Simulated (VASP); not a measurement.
A run of VASP 6.6.1:

INCAR

```
SYSTEM = In2Sb3O
  ALGO = Normal
  EDIFF = 1E-6
  ENCUT = 520
  GGA = PE
  ISIF = 2
  ISMEAR = 0
  LASPH = .TRUE.
  LCHARG = .TRUE.
  LELF = .TRUE.
  LREAL = .FALSE.
  LVHAR = .TRUE.
  LWAVE = .FALSE.
  NBANDS = 32
  NELM = 100
  PREC = Accurate
  SIGMA = 0.1
```

The input KPOINTS:

```
k-points
0
G
  8 8 4
  0 0 0
```

The input POSCAR:

```
In2Sb3O
1.0
    3.7956971573      0.0000000000      0.0000000000
    0.0000000000      3.7956971573      0.0000000000
    0.0000000000      0.0000000000     10.3014370184
In Sb O
2 3 1
Direct
    0.5000000000      0.0000000000      0.8836714827
    0.0000000000      0.5000000000      0.1163285173
    0.5000000000      0.5000000000      0.3324649402
    0.5000000000      0.5000000000      0.6675350598
    0.0000000000      0.0000000000      0.5000000000
    0.0000000000      0.0000000000      0.0000000000
```

Potentials or basis: VASP PAW PBE potentials, release 64 (In_d, Sb, O).

Command:

```bash
$ cat potpaw_PBE.64/In_d/POTCAR potpaw_PBE.64/Sb/POTCAR potpaw_PBE.64/O/POTCAR > POTCAR
$ mpirun -np 1 vasp_std > vasp.out
```

Hardware: 1 thread of Intel Xeon 6975P-C, with other jobs on the host.

How long does it take, and how much memory?

Wall time 3.6 min on 1 thread of Intel Xeon 6975P-C, with other jobs on the host, peak memory 0.37 GiB. Counts: scf iterations 15, k points 45.
